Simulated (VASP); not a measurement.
Set up this calculation in VASP 6.6.1, as the native input.

| Property | Result |
| --- | --- |
| Task | single point |
| Functional | PBEsol |
| Potentials or basis | VASP PAW PBE potentials, release 64 (Hf_pv, O) |
| Cutoff | 520 eV |
| k mesh | 4 × 4 × 4 |
| Occupations | gaussian, width 0.01 eV |
| Spin | no spin polarisation |
| Dipole correction | no |
| Further INCAR settings | ALGO = Normal; EDIFF = 1e-07; NBANDS = 18 |

The structure of HfO2 lies in POSCAR:

```
HfO2
1.0
    0.0000000000      2.5575000000      2.5575000000
    2.5575000000      0.0000000000      2.5575000000
    2.5575000000      2.5575000000      0.0000000000
Hf O
1 2
Direct
    0.0000000000      0.0000000000      0.0000000000
    0.2500000000      0.2500000000      0.2500000000
    0.7500000000      0.7500000000      0.7500000000
```

One way to write it, as run:

INCAR

```
ALGO = Normal ; EDIFF = 1E-7
ENCUT = 520 ; GGA = PS
ISIF = 2 ; ISMEAR = 0
LASPH = T ; LCHARG = F
LREAL = F ; LWAVE = F
NBANDS = 18 ; NELM = 60
PREC = Accurate ; SIGMA = 0.01
```

KPOINTS

```
k-points
0
Gamma
  4 4 4
```

Potentials or basis: VASP PAW PBE potentials, release 64 (Hf_pv, O).

The run is started by

```console
$ cat potpaw_PBE.64/Hf_pv/POTCAR potpaw_PBE.64/O/POTCAR > POTCAR
$ mpirun -np 1 vasp_std > vasp.out
```

Results of the run:

```yaml
Pressure: -13.6 GPa
Band_gap_on_the_k_mesh: 3.60 eV, direct
```

Caveat: the k points lie up to 0.53 Å⁻¹ apart; the PAW data sets were made with another functional, which shifts forces and pressure a little; spin-orbit coupling is left out, which moves the levels of the heavy elements.

Wall time 10 s on 1 thread of Intel Xeon 8259CL, on a shared host, peak memory 0.16 GiB.
